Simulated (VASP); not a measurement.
Input of a VASP 6.6.1 run:

File INCAR:

```
PREC = Accurate ; ENCUT = 520
EDIFF = 1E-7 ; ISMEAR = 0
SIGMA = 0.05 ; LREAL = False
LASPH = True ; NELM = 100
ALGO = Normal ; ISIF = 2
LWAVE = False ; LCHARG = False
GGA = PS ; NBANDS = 18
```

Contents of KPOINTS:

```
regular mesh
0
Gamma
  9 9 6
```

File POSCAR:

```
LiF
1.0
    3.3058150029      0.0000000000      0.0000000000
   -1.6529075014      2.8629197727      0.0000000000
    0.0000000000      0.0000000000      4.6150315872
Li F
2 2
Direct
    0.3333333333      0.6666666667      0.3811542600
    0.6666666667      0.3333333333      0.8811542600
    0.3333333333      0.6666666667      0.9938437400
    0.6666666667      0.3333333333      0.4938437400
```

Potentials or basis: VASP PAW PBE potentials, release 64 (Li_sv, F).

Launch:

```sh
$ cat potpaw_PBE.64/Li_sv/POTCAR potpaw_PBE.64/F/POTCAR > POTCAR
$ mpirun -np 1 vasp_std > vasp.out
```

**Question.** What does it give for the band gap on the k mesh?

**Answer.** 7.09 eV, direct.

**Question.** What does it give for the largest force?

**Answer.** 0.436 eV/Å.

Forces in eV/Å, atoms in the order of the input:
```
Li   0.000  0.000  0.436
Li   0.000  0.000  0.436
F    0.000  0.000 -0.436
F    0.000  0.000 -0.436
```

Caveat: the cell differs from its parent crystal (strain +0.080 along x and y, -0.040 along z); the PAW data sets were made with another functional, which shifts forces and pressure a little. A k mesh can miss the band edges.
